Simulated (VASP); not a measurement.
# Sn3IrO8 (Cmmm) in VASP: single point with PBEsol

Aim: the single point of Sn3IrO8 with PBEsol.

Program: VASP 6.6.1. These are calculated values, not measurements. Logs are shortened: lines on timing, memory, paths and dates and some standing lists are left out, and cuts for length are marked.

## 1. The cell of the first run

Symmetry: Cmmm, No. 65, orthorhombic system. The conventional cell has a = 6.700 Å, b = 6.700 Å, c = 6.373 Å, α = 90.00°, β = 90.00°, γ = 90.00°. Within 2.6 Å of Ir (site symmetry mmm) lie 6 O at 1.99 to 2.01 Å. Within 2.7 Å of Sn (site symmetry mmm) lie 6 O at 2.06 to 2.07 Å. Within 2.7 Å of Sn (site symmetry mm2) lie 6 O at 2.06 to 2.09 Å. O (site symmetry m2m) has 1 Ir at 1.99 Å and 2 Sn at 2.09 Å within 2.6 Å. Within 2.7 Å of O (site symmetry m2m) lie 3 Sn at 2.06 Å and 1 O at 2.58 Å. Within 2.7 Å of O (site symmetry m) lie 1 Ir at 2.01 Å and 2 Sn at 2.07 Å and 1 O at 2.55 Å.

## 2. Single point, PBEsol, collinear spin

INCAR reads:

```
SYSTEM = Sn3IrO8
PREC = Accurate
ENCUT = 520
EDIFF = 1E-6
ISMEAR = 0
SIGMA = 0.05
LREAL = .False.
LASPH = .True.
NELM = 150
ALGO = Normal
ISIF = 2
LWAVE = .False.
LCHARG = .False.
ISPIN = 2
MAGMOM = 0.48 0 0 0 0.09 0 0.05 0.05 0.09 0 0.05 0.05
LORBIT = 11
LMAXMIX = 4
GGA = PS
NBANDS = 66
```

KPOINTS reads:

```
regular mesh
0
Gamma
  4 4 3
  0 0 0
```

POSCAR reads:

```
Sn3IrO8
1.0
    4.7373500000      0.0000000000      0.0000000000
    0.0000000000      4.7373500000      0.0000000000
    0.0000000000      0.0000000000      6.3728000000
Ir Sn O
1 3 8
Direct
    1.0000000000      1.0000000000      0.0000000000
    1.0000000000      1.0000000000      0.5000000000
    0.5000000000      0.5000000000      0.2480852912
    0.5000000000      0.5000000000      0.7519147088
    0.2968981925      0.2968981925      0.0000000000
    0.3076883062      0.3076883062      0.5000000000
    0.1906566102      0.8093433898      0.2437520800
    0.1906566102      0.8093433898      0.7562479200
    0.7031018075      0.7031018075      0.0000000000
    0.6923116938      0.6923116938      0.5000000000
    0.8093433898      0.1906566102      0.2437520800
    0.8093433898      0.1906566102      0.7562479200
```

Potentials or basis: VASP PAW PBE potentials, release 64 (Ir, Sn_d, O).

Launch:

```bash
> cat potpaw_PBE.64/Ir/POTCAR potpaw_PBE.64/Sn_d/POTCAR potpaw_PBE.64/O/POTCAR > POTCAR
> mpirun -np 1 vasp_std > vasp.out
```

OUTCAR:

```text
SYSTEM = Sn3IrO8
   PREC = Accurate
   ENCUT = 520
   EDIFF = 1E-6
   ISMEAR = 0
   LREAL = .False.
   LASPH = .True.
   NELM = 150
   ISIF = 2
   ISPIN = 2
   LORBIT = 11
   GGA = PS

 ion  position               nearest neighbor table
   1  0.000  0.000  0.000-   5 1.99   9 1.99   8 2.01   7 2.01  11 2.01  12 2.01   2 3.19   2 3.19

   2  0.000  0.000  0.500-   6 2.06  10 2.06   8 2.07   7 2.07  11 2.07  12 2.07   1 3.19   1 3.19
                             4 3.71   3 3.71   3 3.71   4 3.71   3 3.71   4 3.71   3 3.71   4 3.71
   3  0.500  0.500  0.248-   6 2.06  10 2.06   7 2.07  11 2.07   5 2.09   9 2.09   4 3.16   4 3.21
                             2 3.71   2 3.71   2 3.71   2 3.71
   4  0.500  0.500  0.752-   6 2.06  10 2.06   8 2.07  12 2.07   5 2.09   9 2.09   3 3.16   3 3.21
                             2 3.71   2 3.71   2 3.71   2 3.71
   5  0.297  0.297  0.000-   1 1.99   3 2.09   4 2.09
   6  0.308  0.308  0.500-   3 2.06   4 2.06   2 2.06
   7  0.191  0.809  0.244-   1 2.01   3 2.07   2 2.07
   8  0.191  0.809  0.756-   1 2.01   4 2.07   2 2.07
   9  0.703  0.703  0.000-   1 1.99   3 2.09   4 2.09
  10  0.692  0.692  0.500-   3 2.06   4 2.06   2 2.06
  11  0.809  0.191  0.244-   1 2.01   3 2.07   2 2.07
  12  0.809  0.191  0.756-   1 2.01   4 2.07   2 2.07

  LATTYP: Found a simple tetragonal cell.
 ALAT       =     4.7373500000
 C/A-ratio  =     1.3452246509

  Lattice vectors:

 A1 = (   4.7373500000,   0.0000000000,   0.0000000000)
 A2 = (   0.0000000000,   4.7373500000,   0.0000000000)
 A3 = (   0.0000000000,   0.0000000000,   6.3728000000)

Analysis of symmetry for initial positions (statically):
=====================================================================
 Subroutine PRICEL returns:
 Original cell was already a primitive cell.

 Routine SETGRP: Setting up the symmetry group for a
 simple tetragonal supercell.

 Subroutine GETGRP returns: Found  8 space group operations
 (whereof  8 operations were pure point group operations)
 out of a pool of 16 trial point group operations.

The static configuration has the point symmetry D_2h.

Analysis of symmetry for dynamics (positions and initial velocities):
=====================================================================
 Subroutine PRICEL returns:
 Original cell was already a primitive cell.

 Routine SETGRP: Setting up the symmetry group for a
 simple tetragonal supercell.

 Subroutine GETGRP returns: Found  8 space group operations
 (whereof  8 operations were pure point group operations)
 out of a pool of 16 trial point group operations.

The dynamic configuration has the point symmetry D_2h.

Analysis of structural, dynamic, and magnetic symmetry:
=====================================================================
 Subroutine PRICEL returns:
 Original cell was already a primitive cell.

 Routine SETGRP: Setting up the symmetry group for a
 simple tetragonal supercell.

 Subroutine GETGRP returns: Found  8 space group operations
 (whereof  8 operations were pure point group operations)
 out of a pool of 16 trial point group operations.

The overall configuration has the point symmetry D_2h.

 Subroutine INISYM returns: Found  8 space group operations
 (whereof  8 operations are pure point group operations),
 and found     1 'primitive' translations

----------------------------------------------------------------------------------------

                                     Primitive cell

  volume of cell :     143.0215

  direct lattice vectors                    reciprocal lattice vectors
     4.737350000  0.000000000  0.000000000     0.211088478  0.000000000  0.000000000
     0.000000000  4.737350000  0.000000000     0.000000000  0.211088478  0.000000000
     0.000000000  0.000000000  6.372800000     0.000000000  0.000000000  0.156916897

  length of vectors
     4.737350000  4.737350000  6.372800000     0.211088478  0.211088478  0.156916897

  position of ions in fractional coordinates (direct lattice)
     0.000000000  0.000000000  0.000000000
     0.000000000  0.000000000  0.500000000
     0.500000000  0.500000000  0.248085291
     0.500000000  0.500000000  0.751914709
     0.296898193  0.296898193  0.000000000
     0.307688306  0.307688306  0.500000000
     0.190656610  0.809343390  0.243752080
     0.190656610  0.809343390  0.756247920
     0.703101807  0.703101807  0.000000000
     0.692311694  0.692311694  0.500000000
     0.809343390  0.190656610  0.243752080
     0.809343390  0.190656610  0.756247920

  ion indices of the primitive-cell ions
   primitive index   ion index
                 1           1
                 2           2
                 3           3
                 4           4
                 5           5
                 6           6
                 7           7
                 8           8
[... 28 lines left out ...]

 Found     14 irreducible k-points:

 Following reciprocal coordinates:
            Coordinates               Weight
  0.000000  0.000000  0.000000      1.000000
  0.250000  0.000000  0.000000      4.000000
  0.500000  0.000000  0.000000      2.000000
  0.250000  0.250000  0.000000      2.000000
 -0.250000  0.250000  0.000000      2.000000
  0.500000  0.250000  0.000000      4.000000
  0.500000  0.500000  0.000000      1.000000
  0.000000  0.000000  0.333333      2.000000
  0.250000  0.000000  0.333333      8.000000
  0.500000  0.000000  0.333333      4.000000
  0.250000  0.250000  0.333333      4.000000
 -0.250000  0.250000  0.333333      4.000000
  0.500000  0.250000  0.333333      8.000000
  0.500000  0.500000  0.333333      2.000000
   k-points           NKPTS =     14   k-points in BZ     NKDIM =     14   number of bands    NBANDS=     66
   number of dos      NEDOS =    301   number of ions     NIONS =     12
   total plane-waves  NPLWV =  62208
   dimension x,y,z NGX =    36 NGY =   36 NGZ =   48
   dimension x,y,z NGXF=    72 NGYF=   72 NGZF=   96
   ions per type =               1   3   8
   NGX,Y,Z   is equivalent  to a cutoff of  12.63, 12.63, 12.52 a.u.
   NGXF,Y,Z  is equivalent  to a cutoff of  25.27, 25.27, 25.04 a.u.
 SYSTEM =  Sn3IrO8
   PREC   = accura    normal or accurate (medium, high low for compatibility)
   ISTART =      0    job   : 0-new  1-cont  2-samecut
   ICHARG =      2    charge: 1-file 2-atom 10-const
   ISPIN  =      2    spin polarized calculation?
   LNONCOLLINEAR =      F non collinear calculations
   LSORBIT =      F    spin-orbit coupling
   LASPH  =      T    aspherical Exc in radial PAW
   ENCUT  =  520.0 eV  38.22 Ry    6.18 a.u.   8.81  8.81 11.85*2*pi/ulx,y,z
   NELM   =    150;   NELMIN=  2; NELMDL= -5     # of ELM steps
   EDIFF  = 0.1E-05   stopping-criterion for ELM
   LREAL  =      F    real-space projection
[... 7 lines left out ...]
   TEBEG  =    0.0;   TEEND  =   0.0 temperature during run
   PSTRESS=    0.0 pullay stress
   NELECT =      99.0000    total number of electrons
   NUPDOWN=      -1.0000    fix difference up-down
   EMIN   =  10.00;   EMAX   =-10.00  energy-range for DOS
   EFERMI =   0.00;   METHOD = LEGACY
   ISMEAR =     0;   SIGMA  =   0.05  broadening in eV -4-tet -1-fermi 0-gaus
   EFERMI_NEDOS =   21; number of points for ismear=-14 and -15
   IALGO  =     38    algorithm
   IMIX   =      4    mixing-type and parameters
     AMIX     =   0.40;   BMIX     =  1.00
     AMIX_MAG =   1.60;   BMIX_MAG =  1.00
  volume/ion in A,a.u.               =      11.92        80.43
  Fermi-wavevector in a.u.,A,eV,Ry     =   1.448170  2.736644 28.534081  2.097196
  Thomas-Fermi vector in A             =   2.566041
   LORBIT       =     11    0 simple, 1 ext, 2 COOP (PROOUT), +10 PAW based schemes
   GGA     = PS    functional components
   LHFCALC =     F    Hartree Fock is set to
   AEXX    =    0.0000 exact exchange contribution
   IVDW    =     0    specifies the selected vdW correction
   LEPSILON=     F    determine dielectric tensor
   LRPA    =     F    only Hartree local field effects (RPA)
 spin polarized calculation
 Gauss-broadening in eV      SIGMA  =   0.05
  energy-cutoff  :      520.00
  volume of cell :      143.02
 maximum number of plane-waves:      3896
   NGX = 17   NGY = 17   NGZ = 23

 number of electron      99.0000004 magnetization       0.9857250

 Free energy of the ion-electron system (eV)
  ---------------------------------------------------
  ext. energy  EPLUGINS =         0.00000000
  ---------------------------------------------------
  free energy    TOTEN  =       -81.53228302 eV

  energy without entropy =      -81.52710862  energy(sigma->0) =      -81.52969582

 E-fermi :   6.7440     XC(G=0): -11.5597

 val. band max:        6.7300169621   @ k =   0.0000   0.0000   0.0000
 cond. band min:       6.7568041633   @ k =   0.2500   0.0000   0.0000
 fundamental gap:      0.0267872011
 Fermi energy:         6.7439690887

 spin component 1

 k-point     1 :       0.0000    0.0000    0.0000
  band No.  band energies     occupation
      1     -15.5741      1.00000
      2     -15.5118      1.00000
      3     -15.0167      1.00000
      4     -14.9991      1.00000
      5     -14.8797      1.00000
      6     -14.7132      1.00000
[... 885 lines left out ...]
     60      14.4355      0.00000
     61      15.5891      0.00000
 Fermi energy:         6.7439690887

 spin component 2

 k-point     1 :       0.0000    0.0000    0.0000
  band No.  band energies     occupation
      1     -15.5660      1.00000
      2     -15.5000      1.00000
      3     -15.0081      1.00000
      4     -14.9931      1.00000
      5     -14.8740      1.00000
      6     -14.7128      1.00000
[... 885 lines left out ...]
     60      14.4758      0.00000
     61      15.6173      0.00000
 [bands above 61 left out]

------------------------ aborting loop because EDIFF is reached ----------------------------------------

  FORCE on cell =-STRESS in cart. coord.  units (eV):
  Direction    XX          YY          ZZ          XY          YZ          ZX
  --------------------------------------------------------------------------------------
  -------------------------------------------------------------------------------------
  Total       -1.3759689     -1.3759689      2.2757698     -0.6475141      0.0000000      0.0000000
  in kB      -15.4140923    -15.4140923     25.4939819     -7.2536828      0.0000000      0.0000000
  external PRESSURE =      -1.7780676 kB  Pullay stress =       0.0000000 kB

 VOLUME and BASIS-vectors are now :
 -----------------------------------------------------------------------------
  energy-cutoff  :      520.00
  volume of cell :      143.02
      direct lattice vectors                 reciprocal lattice vectors
     4.737350000  0.000000000  0.000000000     0.211088478  0.000000000  0.000000000
     0.000000000  4.737350000  0.000000000     0.000000000  0.211088478  0.000000000
     0.000000000  0.000000000  6.372800000     0.000000000  0.000000000  0.156916897

 POSITION                                       TOTAL-FORCE (eV/Angst)
 -----------------------------------------------------------------------------------
      0.00000      0.00000      0.00000        -0.000000     -0.000000      0.000000
      0.00000      0.00000      3.18640        -0.000000     -0.000000      0.000000
      2.36868      2.36868      1.58100        -0.000000     -0.000000     -0.027988
      2.36868      2.36868      4.79180        -0.000000     -0.000000      0.027988
      1.40651      1.40651      0.00000         0.037906      0.037906      0.000000
      1.45763      1.45763      3.18640        -0.010360     -0.010360      0.000000
      0.90321      3.83414      1.55338        -0.042286      0.042286     -0.062053
      0.90321      3.83414      4.81942        -0.042286      0.042286      0.062053
      3.33084      3.33084      0.00000        -0.037906     -0.037906     -0.000000
      3.27972      3.27972      3.18640         0.010360      0.010360      0.000000
      3.83414      0.90321      1.55338         0.042286     -0.042286     -0.062053
      3.83414      0.90321      4.81942         0.042286     -0.042286      0.062053
 -----------------------------------------------------------------------------------
    total drift:                                0.000000      0.000000      0.000000

  FREE ENERGIE OF THE ION-ELECTRON SYSTEM (eV)
  ---------------------------------------------------
  free  energy   TOTEN  =       -81.5322830163 eV

  energy  without entropy=      -81.5271086162  energy(sigma->0) =      -81.52969582

 total charge

# of ion       s       p       d       tot
------------------------------------------
    1        0.600   0.809   6.805   8.215
    2        0.919   1.073  10.364  12.356
    3        0.901   1.079  10.361  12.341
    4        0.901   1.079  10.361  12.341
    5        1.552   3.452   0.000   5.003
    6        1.559   3.486   0.000   5.045
    7        1.554   3.457   0.000   5.011
    8        1.554   3.457   0.000   5.011
    9        1.552   3.452   0.000   5.003
   10        1.559   3.486   0.000   5.045
   11        1.554   3.457   0.000   5.011
   12        1.554   3.457   0.000   5.011
--------------------------------------------------
tot         15.758  31.746  37.890  85.394

 magnetization (x)

# of ion       s       p       d       tot
------------------------------------------
    1        0.004   0.003   0.594   0.601
    2       -0.003  -0.002   0.000  -0.004
    3       -0.003  -0.002   0.001  -0.003
    4       -0.003  -0.002   0.001  -0.003
    5        0.001   0.071   0.000   0.072
    6       -0.000   0.003   0.000   0.002
    7        0.001   0.039   0.000   0.039
    8        0.001   0.039   0.000   0.039
    9        0.001   0.071   0.000   0.072
   10       -0.000   0.003   0.000   0.002
   11        0.001   0.039   0.000   0.039
   12        0.001   0.039   0.000   0.039
--------------------------------------------------
tot         -0.000   0.299   0.597   0.896
```

It took 5.8 min on 1 thread of Intel Xeon Platinum 8375C at 2.90GHz (Ice Lake), shared host; peak memory 0.4 GiB.

What came out:

| Quantity | Value |
| --- | --- |
| Free energy | -81.5323 eV |
| Pressure | -0.2 GPa |
| Largest force | 0.086 eV/Å |
| Band gap on the k mesh | zero (filled and empty bands overlap) |
| Net moment | 0.99 μB per cell |
| Site moments | Ir +0.60; Sn -0.00; O +0.07, +0.00, +0.04 (each value once) μB |
| Valence electrons inside the program's atomic spheres | Ir 8.21; Sn 12.36, 12.34 (each value once); O 5.00, 5.04, 5.01 (each value once) |

Forces in eV/Å, atoms in the order of the input:
```
Ir   0.000  0.000  0.000
Sn   0.000  0.000  0.000
Sn   0.000  0.000 -0.028
Sn   0.000  0.000  0.028
O    0.038  0.038  0.000
O   -0.010 -0.010  0.000
O   -0.042  0.042 -0.062
O   -0.042  0.042  0.062
O   -0.038 -0.038  0.000
O    0.010  0.010  0.000
O    0.042 -0.042 -0.062
O    0.042 -0.042  0.062
```

Levels at points of the mesh, in eV from the Fermi level:
Spin up:
```
           k point  band 47  band 48  band 49  band 50  band 51  band 52  band 53  band 54
(0.00, 0.00, 0.00)    -1.62    -1.45    -0.53    -0.01     0.27     2.30     3.10     4.30
(0.50, 0.00, 0.00)    -2.23    -1.15    -0.66    -0.48     2.83     2.89     3.08     3.89
(0.50, 0.50, 0.00)    -2.38    -1.88    -0.50    -0.25     0.91     3.02     3.30     3.63
```
Spin down:
```csv
k point,band 46,band 47,band 48,band 49,band 50,band 51,band 52,band 53
"(0.00, 0.00, 0.00)",-2.24,-1.46,-1.25,0.11,0.28,0.32,2.50,3.31
"(0.50, 0.00, 0.00)",-2.21,-2.12,-0.96,-0.19,-0.08,2.87,3.08,3.22
"(0.50, 0.50, 0.00)",-2.28,-2.24,-1.65,-0.22,0.31,1.04,3.23,3.33
```

Caveat: the PAW data sets were made with another functional, which shifts forces and pressure a little; spin-orbit coupling is left out, which moves the levels of the heavy elements.

The gap in the log of VASP goes by the Fermi energy; the results here count the filled bands.